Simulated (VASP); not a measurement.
**Ta: single point with r2SCAN**

The system is Ta.

```
Ta
1.0
     0.00000    2.10383    2.10383
     2.10383    0.00000    2.10383
     2.10383    2.10383    0.00000
Ta
1
Direct
  0.00000 0.00000 0.00000
```

This isn't the form of Ta at room conditions, which is bcc.

```yaml
Program: VASP 6.6.1
Task: single point
Functional: r2SCAN
Potentials_or_basis: VASP PAW PBE potentials, release 64 (Ta_pv)
Cutoff: 520 eV
k_mesh: 7 × 7 × 7
Occupations: fermi-dirac, width 0.1 eV
Spin: no spin polarisation
Dipole_correction: no
Further_INCAR_settings: ALGO = Normal; EDIFF = 1e-06; NBANDS = 12
```

```json
{
 "Pressure": "-0.4 GPa",
 "Band gap on the k mesh": "zero (an odd number of electrons rules out a gap without spin polarisation)"
}
```

Levels at points of the mesh, in eV from the Fermi level:
```tsv
k point	band 2	band 3	band 4	band 5	band 6	band 7	band 8	band 9
(0.00, 0.00, 0.00)	-34.82	-34.82	-8.66	0.46	0.46	0.46	3.75	3.75
```

Wall time 14 s on 1 thread of Intel(R) Xeon(R) Platinum 8259CL CPU @ 2.50GHz (Skylake/Cascade Lake), with other jobs on the host, peak memory 0.14 GiB.

Caveat: the k points lie up to 0.37 Å⁻¹ apart, too coarse for converged energies and pressures of a metal; the PAW data sets were made with another functional, which shifts forces and pressure a little; spin-orbit coupling is left out, which moves the levels of the heavy elements.
